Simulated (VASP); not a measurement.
Input of a VASP 6.6.1 run:

Contents of INCAR:

```
ALGO = Normal ; EDIFF = 1E-7
ENCUT = 520 ; ISIF = 2
ISMEAR = -1 ; LASPH = T
LCHARG = F ; LREAL = F
LWAVE = F ; NBANDS = 13
NELM = 60 ; PREC = Accurate
SIGMA = 0.03
```

Contents of KPOINTS:

```
k-points
0
Gamma
  12 12 12
```

Contents of POSCAR:

```
HfH2
1.0
   -1.7154971189      1.7154971189      2.1510301712
    1.7154971189     -1.7154971189      2.1510301712
    1.7154971189      1.7154971189     -2.1510301712
Hf H
1 2
Direct
    0.0000000000      0.0000000000      0.0000000000
    0.7500000000      0.2500000000      0.5000000000
    0.2500000000      0.7500000000      0.5000000000
```

Potentials or basis: VASP PAW LDA potentials, release 64 (Hf_pv, H).

Run with:

```console
$ cat potpaw_LDA.64/Hf_pv/POTCAR potpaw_LDA.64/H/POTCAR > POTCAR
$ mpirun -np 1 vasp_std > vasp.out
```

Task: What does it give for the pressure?

Result: -2.7 GPa.

Task: Estimate the band gap on the k mesh.

Result: Zero (bands 6 and 7 overlap by 1.10 eV).

Stress tensor (GPa, compression positive):
```
-2.05  0.00  0.00
 0.00 -2.05  0.00
 0.00  0.00 -3.89
```

Caveat: spin-orbit coupling is left out, which moves the levels of the heavy elements.
